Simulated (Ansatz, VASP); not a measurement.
**One calculation of AlN, two programs**

File INCAR:

```
SYSTEM = AlN
PREC = Accurate ; ENCUT = 520
EDIFF = 1E-7 ; ISMEAR = -1
SIGMA = 0.02 ; LREAL = .FALSE.
LASPH = .TRUE. ; NELM = 60
ALGO = Normal ; ISIF = 2
LWAVE = .FALSE. ; LCHARG = .TRUE.
GGA = PE ; LELF = .TRUE.
LVHAR = .TRUE. ; NBANDS = 11
```

KPOINTS

```
Automatic mesh
0
G
  10 10 10
  0 0 0
```

File POSCAR:

```
AlN
1.0
   -0.0248320819      2.0188684454      2.0188684454
    2.0188684454     -0.0248320819      2.0188684454
    1.9940363635      1.9940363635      0.0000000000
Al N
1 1
Direct
    0.0000000000      0.0000000000      0.0000000000
    0.5000000000      0.5000000000      0.5000000000
```

Input for Ansatz:

```yaml
crystal:
  lattice:
    - [-0.0248320819, 2.0188684454, 2.0188684454]
    - [2.0188684454, -0.0248320819, 2.0188684454]
    - [1.9940363635, 1.9940363635, 0.0]
  atoms:
    - { symbol: Al, position: [0.0, 0.0, 0.0] }
    - { symbol: "N", position: [0.5, 0.5, 0.5] }
kpoints:
  mp_grid: { grid: [10, 10, 10] }
  band_path:
    path:
      - [0.0, 0.0, 0.0]
      - [0.5, 0.0, 0.5]
      - [0.625, 0.25, 0.625]
      - [0.375, 0.375, 0.75]
      - [0.5, 0.5, 0.5]
      - [0.5, 0.25, 0.75]
    npoints: 1
hamiltonian:
  xc: pbe
scf:
  occupations: { method: fermi_dirac, width: 0.02 }
  n_extra_bands: 4
output:
  forces: true
  stress: true
  eigenvalues: true
```

Change from the starting cell: shear_xy strain -2.5%.

Alike in both runs: task single point; functional PBE; k mesh 10 × 10 × 10; occupations fermi-dirac, width 0.02 eV; no spin polarisation.

```csv
,VASP,Ansatz
version,VASP 6.6.1,Ansatz 0.2.0
potentials or method,"VASP PAW PBE potentials, release 64 (Al, N)","plane waves, PAW"
plane-wave cutoff (eV),520,420
valence electrons in the cell,8,8
```

Ansatz gave:

| Property | Result |
| --- | --- |
| gap on the k mesh at the Fermi level (eV) | 4.29 |
| pressure (GPa) | 6.5 |
| traceless stress, the component that is largest in VASP (GPa) | 7.78 |

**Question.** What did VASP give for the same quantities?

**Answer.** gap on the k mesh at the Fermi level (eV): 4.28; pressure (GPa): 6.2; traceless stress, the component that is largest in VASP (GPa): 7.78.
